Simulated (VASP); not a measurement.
# Al3Cu (P4/mmm) in VASP: notebook

Runs on Al3Cu. Level: LDA. Tasks: single point, relaxation of cell and atoms.

Program: VASP 6.6.1. These are calculated values, not measurements. Logs are shortened: lines on timing, memory, paths and dates and some standing lists are left out, and cuts for length are marked.

## (1) The cell of the first run

It takes space group P4/mmm (No. 123, tetragonal). The conventional cell has a = 2.761 Å, b = 2.761 Å, c = 7.498 Å, α = 90.00°, β = 90.00°, γ = 90.00°. Within 3.6 Å of Al (site symmetry 4/mmm) lie 12 Al at 2.76 to 2.87 Å. Al (site symmetry 4mm) has 4 Cu at 2.56 Å and 9 Al at 2.76 to 3.30 Å within 3.4 Å. Within 3.4 Å of Cu (site symmetry 4/mmm) lie 8 Al at 2.56 Å and 4 Cu at 2.76 Å.

## (2) Single point, LDA

INCAR

```
SYSTEM = Al3Cu
  PREC = Accurate
  ENCUT = 520
  EDIFF = 1E-6
  ISMEAR = -1
  SIGMA = 0.15
  LREAL = .FALSE.
  LASPH = .TRUE.
  NELM = 100
  ALGO = Fast
  ISIF = 2
  LWAVE = .FALSE.
  LCHARG = .TRUE.
  GGA = CA
  LELF = .TRUE.
  LVHAR = .TRUE.
  NBANDS = 18
```

KPOINTS

```
regular mesh
0
G
  16 16 6
  0 0 0
```

POSCAR

```
Al3Cu
1.0
    2.7610826068      0.0000000000      0.0000000000
    0.0000000000      2.7610826068      0.0000000000
    0.0000000000      0.0000000000      7.4981149713
Al Cu
3 1
Direct
    0.0000000000      0.0000000000      0.5000000000
    0.5000000000      0.5000000000      0.2200734773
    0.5000000000      0.5000000000      0.7799265227
    0.0000000000      0.0000000000      0.0000000000
```

Potentials or basis: VASP PAW LDA potentials, release 64 (Al, Cu).

On the command line:

```console
> cat potpaw_LDA.64/Al/POTCAR potpaw_LDA.64/Cu/POTCAR > POTCAR
> mpirun -np 1 vasp_std > vasp.out
```

OUTCAR:

```text
SYSTEM = Al3Cu
   PREC = Accurate
   ENCUT = 520
   EDIFF = 1E-6
   ISMEAR = -1
   LREAL = .FALSE.
   LASPH = .TRUE.
   NELM = 100
   ISIF = 2
   GGA = CA

 ion  position               nearest neighbor table
   1  0.000  0.000  0.500-   2 2.87   3 2.87   2 2.87   3 2.87   2 2.87   3 2.87   2 2.87   3 2.87

   2  0.500  0.500  0.220-   4 2.56   4 2.56   4 2.56   4 2.56   1 2.87   1 2.87   1 2.87   1 2.87
                             3 3.30
   3  0.500  0.500  0.780-   4 2.56   4 2.56   4 2.56   4 2.56   1 2.87   1 2.87   1 2.87   1 2.87
                             2 3.30
   4  0.000  0.000  0.000-   2 2.56   3 2.56   2 2.56   3 2.56   2 2.56   3 2.56   2 2.56   3 2.56

  LATTYP: Found a simple tetragonal cell.
 ALAT       =     2.7610826068
 C/A-ratio  =     2.7156431151

  Lattice vectors:

 A1 = (   2.7610826068,   0.0000000000,   0.0000000000)
 A2 = (   0.0000000000,   2.7610826068,   0.0000000000)
 A3 = (   0.0000000000,   0.0000000000,   7.4981149713)

Analysis of symmetry for initial positions (statically):
=====================================================================
 Subroutine PRICEL returns:
 Original cell was already a primitive cell.

 Routine SETGRP: Setting up the symmetry group for a
 simple tetragonal supercell.

 Subroutine GETGRP returns: Found 16 space group operations
 (whereof 16 operations were pure point group operations)
 out of a pool of 16 trial point group operations.

The static configuration has the point symmetry D_4h.

Analysis of symmetry for dynamics (positions and initial velocities):
=====================================================================
 Subroutine PRICEL returns:
 Original cell was already a primitive cell.

 Routine SETGRP: Setting up the symmetry group for a
 simple tetragonal supercell.

 Subroutine GETGRP returns: Found 16 space group operations
 (whereof 16 operations were pure point group operations)
 out of a pool of 16 trial point group operations.

The dynamic configuration has the point symmetry D_4h.

 Subroutine INISYM returns: Found 16 space group operations
 (whereof 16 operations are pure point group operations),
 and found     1 'primitive' translations

----------------------------------------------------------------------------------------

                                     Primitive cell

  volume of cell :      57.1625

  direct lattice vectors                    reciprocal lattice vectors
     2.761082607  0.000000000  0.000000000     0.362176777  0.000000000  0.000000000
     0.000000000  2.761082607  0.000000000     0.000000000  0.362176777  0.000000000
     0.000000000  0.000000000  7.498114971     0.000000000  0.000000000  0.133366853

  length of vectors
     2.761082607  2.761082607  7.498114971     0.362176777  0.362176777  0.133366853

  position of ions in fractional coordinates (direct lattice)
     0.000000000  0.000000000  0.500000000
     0.500000000  0.500000000  0.220073477
     0.500000000  0.500000000  0.779926523
     0.000000000  0.000000000  0.000000000

  ion indices of the primitive-cell ions
   primitive index   ion index
                 1           1
                 2           2
                 3           3
                 4           4

----------------------------------------------------------------------------------------

 KPOINTS: regular mesh

Automatic generation of k-mesh.
 Grid dimensions read from file:
 generate k-points for:   16   16    6

 Generating k-lattice:

  Cartesian coordinates                     Fractional coordinates (reciprocal lattice)
     0.022636049  0.000000000  0.000000000     0.062500000  0.000000000  0.000000000
     0.000000000  0.022636049  0.000000000     0.000000000  0.062500000  0.000000000
     0.000000000  0.000000000  0.022227809     0.000000000  0.000000000  0.166666667

  Length of vectors
     0.022636049  0.022636049  0.022227809

  Shift w.r.t. Gamma in fractional coordinates (k-lattice)
     0.000000000  0.000000000  0.000000000

 Subroutine IBZKPT returns following result:
 ===========================================

 Found    180 irreducible k-points:

 Following reciprocal coordinates:
            Coordinates               Weight
  0.000000  0.000000  0.000000      1.000000
  0.062500  0.000000  0.000000      4.000000
  0.125000  0.000000  0.000000      4.000000
  0.187500  0.000000  0.000000      4.000000
  0.250000  0.000000  0.000000      4.000000
  0.312500  0.000000  0.000000      4.000000
[... 16 lines left out ...]
  0.437500  0.125000  0.000000      8.000000
  0.500000  0.125000  0.000000      4.000000
 [... further k-points ...]
   k-points           NKPTS =    180   k-points in BZ     NKDIM =    180   number of bands    NBANDS=     18
   number of dos      NEDOS =    301   number of ions     NIONS =      4
   total plane-waves  NPLWV =  32256
   dimension x,y,z NGX =    24 NGY =   24 NGZ =   56
   dimension x,y,z NGXF=    48 NGYF=   48 NGZF=  112
   ions per type =               3   1
   NGX,Y,Z   is equivalent  to a cutoff of  14.45, 14.45, 12.42 a.u.
   NGXF,Y,Z  is equivalent  to a cutoff of  28.90, 28.90, 24.83 a.u.
 SYSTEM =  Al3Cu
   PREC   = accura    normal or accurate (medium, high low for compatibility)
   ISTART =      0    job   : 0-new  1-cont  2-samecut
   ICHARG =      2    charge: 1-file 2-atom 10-const
   ISPIN  =      1    spin polarized calculation?
   LNONCOLLINEAR =      F non collinear calculations
   LSORBIT =      F    spin-orbit coupling
   LASPH  =      T    aspherical Exc in radial PAW
   ENCUT  =  520.0 eV  38.22 Ry    6.18 a.u.   5.13  5.13 13.94*2*pi/ulx,y,z
   NELM   =    100;   NELMIN=  2; NELMDL= -5     # of ELM steps
   EDIFF  = 0.1E-05   stopping-criterion for ELM
   LREAL  =      F    real-space projection
   EDIFFG = 0.1E-04   stopping-criterion for IOM
   NSW    =      0    number of steps for IOM
   IBRION =     -1    ionic relax: 0-MD 1-quasi-New 2-CG
   NFREE  =      0    steps in history (QN), initial steepest desc. (CG)
   ISIF   =      2    stress and relaxation
   ISYM   =      2    0-nonsym 1-usesym 2-fastsym
   POTIM  = 0.5000    time-step for ionic-motion
   TEBEG  =    0.0;   TEEND  =   0.0 temperature during run
   PSTRESS=    0.0 pullay stress
   NELECT =      20.0000    total number of electrons
   NUPDOWN=      -1.0000    fix difference up-down
   EMIN   =  10.00;   EMAX   =-10.00  energy-range for DOS
   EFERMI =   0.00;   METHOD = LEGACY
   ISMEAR =    -1;   SIGMA  =   0.15  broadening in eV -4-tet -1-fermi 0-gaus
   EFERMI_NEDOS =   21; number of points for ismear=-14 and -15
   IALGO  =     68    algorithm
   IMIX   =      4    mixing-type and parameters
     AMIX     =   0.40;   BMIX     =  1.00
     AMIX_MAG =   1.60;   BMIX_MAG =  1.00
  volume/ion in A,a.u.               =      14.29        96.44
  Fermi-wavevector in a.u.,A,eV,Ry     =   1.153580  2.179951 18.105922  1.330748
  Thomas-Fermi vector in A             =   2.290223
   LORBIT       =      0    0 simple, 1 ext, 2 COOP (PROOUT), +10 PAW based schemes
   GGA     = CA    functional components
   LHFCALC =     F    Hartree Fock is set to
   AEXX    =    0.0000 exact exchange contribution
   IVDW    =     0    specifies the selected vdW correction
   LEPSILON=     F    determine dielectric tensor
   LRPA    =     F    only Hartree local field effects (RPA)
 non-spin polarized calculation
 RMM-DIIS sequential band-by-band and
  energy-cutoff  :      520.00
  volume of cell :       57.16
 maximum number of plane-waves:      1560
 NGX is ok and might be reduce to    24
   NGX = 11   NGY = 11   NGZ = 27

 number of electron      20.0000011 magnetization

 Free energy of the ion-electron system (eV)
  ---------------------------------------------------
  ext. energy  EPLUGINS =         0.00000000
  ---------------------------------------------------
  free energy    TOTEN  =       -17.72121857 eV

  energy without entropy =      -17.62045599  energy(sigma->0) =      -17.67083728

 E-fermi :   8.5815     XC(G=0): -11.1658

 val. band max:        8.5801494341   @ k =   0.2500   0.0000   0.5000
 cond. band min:       8.5862193721   @ k =   0.3750   0.3750   0.5000
 fundamental gap:      0.0060699380
 Fermi energy:         8.5814583041

 k-point     1 :       0.0000    0.0000    0.0000
  band No.  band energies     occupation
      1      -2.7977      2.00000
      2      -0.3097      2.00000
      3      -0.0642      2.00000
      4       3.8232      2.00000
      5       3.9454      2.00000
      6       4.7303      2.00000
[... 10 lines left out ...]
     17      17.7389      0.00000
     18      17.7394      0.00000

 k-point     2 :       0.0625    0.0000    0.0000
  band No.  band energies     occupation
      1      -2.7212      2.00000
      2      -0.2414      2.00000
      3       0.0124      2.00000
      4       3.8378      2.00000
      5       3.9668      2.00000
      6       4.6836      2.00000
[... 10 lines left out ...]
     17      17.8220      0.00000
     18      18.2129      0.00000

 k-point     3 :       0.1250    0.0000    0.0000
  band No.  band energies     occupation
      1      -2.4919      2.00000
      2      -0.0378      2.00000
      3       0.2413      2.00000
      4       3.8765      2.00000
      5       4.0286      2.00000
      6       4.5665      2.00000
[... 10 lines left out ...]
     17      18.0696      0.00000
     18      18.6098      0.00000

 k-point     4 :       0.1875    0.0000    0.0000
  band No.  band energies     occupation
      1      -2.1117      2.00000
      2       0.2967      2.00000
      3       0.6194      2.00000
      4       3.9281      2.00000
      5       4.1187      2.00000
      6       4.4217      2.00000
[... 375 lines left out ...]
      4       3.8058      2.00000
      5       4.1297      2.00000
      6       4.3493      2.00000
[... 10 lines left out ...]
     17      16.6361      0.00000
     18      17.7973      0.00000

 k-point    23 :       0.4375    0.1250    0.0000
  band No.  band energies     occupation
      1       1.1056      2.00000
      2       2.6286      2.00000
      3       3.1059      2.00000
      4       3.5246      2.00000
      5       4.1149      2.00000
      6       4.3235      2.00000
[... 10 lines left out ...]
     17      17.4335      0.00000
     18      17.4998      0.00000

 k-point    24 :       0.5000    0.1250    0.0000
  band No.  band energies     occupation
      1       2.0385      2.00000
      2       2.1922      2.00000
      3       2.8314      2.00000
      4       3.9794      2.00000
      5       4.1267      2.00000
      6       4.1501      2.00000
[... 10 lines left out ...]
     17      16.3938      0.00000
     18      18.3405      0.00000

 [... further k-points ...]

------------------------ aborting loop because EDIFF is reached ----------------------------------------

  FORCE on cell =-STRESS in cart. coord.  units (eV):
  Direction    XX          YY          ZZ          XY          YZ          ZX
  --------------------------------------------------------------------------------------
  -------------------------------------------------------------------------------------
  Total        0.2458161      0.2458161      0.2574436      0.0000000      0.0000000      0.0000000
  in kB        6.8898532      6.8898532      7.2157542      0.0000000      0.0000000      0.0000000
  external PRESSURE =       6.9984869 kB  Pullay stress =       0.0000000 kB

 VOLUME and BASIS-vectors are now :
 -----------------------------------------------------------------------------
  energy-cutoff  :      520.00
  volume of cell :       57.16
      direct lattice vectors                 reciprocal lattice vectors
     2.761082607  0.000000000  0.000000000     0.362176777  0.000000000  0.000000000
     0.000000000  2.761082607  0.000000000     0.000000000  0.362176777  0.000000000
     0.000000000  0.000000000  7.498114971     0.000000000  0.000000000  0.133366853

 POSITION                                       TOTAL-FORCE (eV/Angst)
 -----------------------------------------------------------------------------------
      0.00000      0.00000      3.74906        -0.000000     -0.000000      0.000000
      1.38054      1.38054      1.65014         0.000000      0.000000      0.024184
      1.38054      1.38054      5.84798        -0.000000      0.000000     -0.024184
      0.00000      0.00000      0.00000        -0.000000     -0.000000      0.000000
 -----------------------------------------------------------------------------------
    total drift:                               -0.000000      0.000000     -0.000000

  FREE ENERGIE OF THE ION-ELECTRON SYSTEM (eV)
  ---------------------------------------------------
  free  energy   TOTEN  =       -17.7212185738 eV

  energy  without entropy=      -17.6204559950  energy(sigma->0) =      -17.67083728
```

It took 3 min on 1 thread of Intel Xeon Platinum 8259CL at 2.50GHz (Skylake/Cascade Lake), shared host; peak memory 0.28 GiB.

Results:

| Quantity | Value |
| --- | --- |
| Free energy | -17.7212 eV |
| Pressure | 0.7 GPa |
| Largest force | 0.024 eV/Å |
| Band gap on the k mesh | zero (bands 10 and 11 overlap by 6.38 eV) |

Forces on the atoms (eV/Å):
```
Al   0.000  0.000  0.000
Al   0.000  0.000  0.024
Al   0.000  0.000 -0.024
Cu   0.000  0.000  0.000
```

Levels at points of the mesh, in eV from the Fermi level:
| k point | band 7 | band 8 | band 9 | band 10 | band 11 | band 12 | band 13 | band 14 |
| --- | --- | --- | --- | --- | --- | --- | --- | --- |
| (0.00, 0.00, 0.00) | -3.85 | -3.45 | -1.76 | 0.58 | 6.43 | 6.64 | 6.64 | 7.98 |
| (0.50, 0.00, 0.00) | -3.94 | -3.82 | -3.75 | -2.42 | -2.00 | 2.72 | 4.00 | 4.05 |
| (0.50, 0.50, 0.00) | -2.59 | -0.45 | -0.40 | 0.09 | 0.09 | 0.54 | 0.54 | 0.74 |
| (0.00, 0.00, 0.50) | -3.85 | -3.65 | -3.45 | 4.23 | 5.77 | 6.42 | 7.26 | 7.26 |
| (0.50, 0.00, 0.50) | -3.94 | -3.75 | -2.76 | -1.03 | -1.02 | 0.07 | 0.85 | 8.82 |
| (0.50, 0.50, 0.50) | -1.93 | -1.65 | -1.65 | -0.54 | -0.50 | 0.60 | 1.62 | 3.32 |

## (3) Relaxation of cell and atoms, LDA

INCAR

```
PREC = Accurate
ENCUT = 600
EDIFF = 1E-7
ISMEAR = -1
SIGMA = 0.15
LREAL = F
LASPH = T
NELM = 100
ALGO = Fast
ISIF = 3
LWAVE = F
LCHARG = F
GGA = CA
IBRION = 2
NSW = 80
EDIFFG = -0.001
```

KPOINTS

```
Automatic mesh
0
Gamma
  16 16 6
```

POSCAR

```
Al3Cu
1.0
    2.7552449655      0.0000000000      0.0000000000
    0.0000000000      2.7552449655      0.0000000000
    0.0000000000      0.0000000000      7.5301859047
Al Cu
3 1
Direct
    0.0000000000      0.0000000000      0.5000000000
    0.5000000000      0.5000000000      0.2194415337
    0.5000000000      0.5000000000      0.7805584663
    0.0000000000      0.0000000000      0.0000000000
```

Potentials or basis: VASP PAW LDA potentials, release 64 (Al, Cu).

On the command line:

```console
> cat potpaw_LDA.64/Al/POTCAR potpaw_LDA.64/Cu/POTCAR > POTCAR
> mpirun -np 1 vasp_std > vasp.out
```

It took 20 min on 1 thread of Intel Xeon Platinum 8259CL at 2.50GHz (Skylake/Cascade Lake), shared host; peak memory 0.32 GiB.

Results (log left out):

```
Free energy                           : -17.7216 eV
Relaxed volume                        : 14.32 Å³/atom
Relaxed cell                          : a = 2.763 Å, b = 2.763 Å, c = 7.505 Å, α = 90.00°, β = 90.00°, γ = 90.00°
Space group after relaxing (to 0.1 Å) : P4/mmm (No. 123)
Energy gained by relaxing             : 0.3 meV/atom
Ionic steps                           : 35
Pressure after relaxing               : 0.0 GPa
Band gap on the k mesh                : zero (bands 10 and 11 overlap by 6.36 eV)
```

The path:
```tsv
step	energy change (eV)	largest force (eV/Å)	pressure (GPa)	volume (Å³)
1	0.0000	0.0583	0.33	57.16
2	-0.0009	0.0280	0.04	57.40
3	-0.0009	0.0132	-0.45	57.52
4	-0.0009	0.0206	-0.24	57.46
5	-0.0012	0.0133	-0.08	57.35
6	-0.0012	0.0104	-0.04	57.30
7	-0.0012	0.0080	0.06	57.27
8	-0.0012	0.0077	0.08	57.27
9	-0.0012	0.0046	0.03	57.28
10	-0.0012	0.0026	0.06	57.28
11	-0.0012	0.0013	-0.02	57.30
12	-0.0012	0.0014	-0.04	57.29
13	-0.0012	0.0020	0.04	57.29
14	-0.0012	0.0019	-0.05	57.29
15	-0.0012	0.0022	0.07	57.27
16	-0.0012	0.0019	0.11	57.28
17	-0.0012	0.0019	0.00	57.29
18	-0.0012	0.0019	0.00	57.29
19	-0.0012	0.0019	0.03	57.28
20	-0.0012	0.0020	-0.07	57.29
21	-0.0012	0.0018	0.09	57.28
22	-0.0012	0.0019	-0.01	57.29
23	-0.0012	0.0019	0.03	57.29
24	-0.0012	0.0019	0.02	57.29
25	-0.0012	0.0015	0.00	57.29
26	-0.0012	0.0011	-0.01	57.30
27	-0.0012	0.0008	-0.01	57.30
28	-0.0012	0.0006	0.02	57.29
29	-0.0012	0.0006	0.01	57.29
30	-0.0012	0.0004	-0.02	57.30
31	-0.0012	0.0005	0.01	57.30
32	-0.0012	0.0006	-0.07	57.30
33	-0.0012	0.0004	0.06	57.30
34	-0.0012	0.0005	-0.03	57.30
35	-0.0012	0.0005	0.01	57.30
```

Final structure:
```xyz
4
Lattice="2.7630 0.0000 0.0000 0.0000 2.7630 0.0000 0.0000 0.0000 7.5050" Properties=species:S:1:pos:R:3 pbc="T T T"
Al    0.0000    0.0000    3.7525
Al    1.3815    1.3815    1.6545
Al    1.3815    1.3815    5.8505
Cu    0.0000    0.0000    0.0000
```

Levels at points of the mesh, in eV from the Fermi level:
```tsv
k point	band 8	band 9	band 10	band 11	band 12	band 13
(0.00, 0.00, 0.00)	-3.43	-1.76	0.58	6.43	6.63	6.63
(0.50, 0.00, 0.00)	-3.80	-3.73	-2.41	-1.99	2.72	3.99
(0.50, 0.50, 0.00)	-0.46	-0.41	0.10	0.10	0.53	0.53
(0.00, 0.00, 0.50)	-3.64	-3.43	4.22	5.76	6.42	7.24
(0.50, 0.00, 0.50)	-3.73	-2.74	-1.02	-1.02	0.07	0.84
(0.50, 0.50, 0.50)	-1.65	-1.65	-0.55	-0.50	0.60	1.61
```
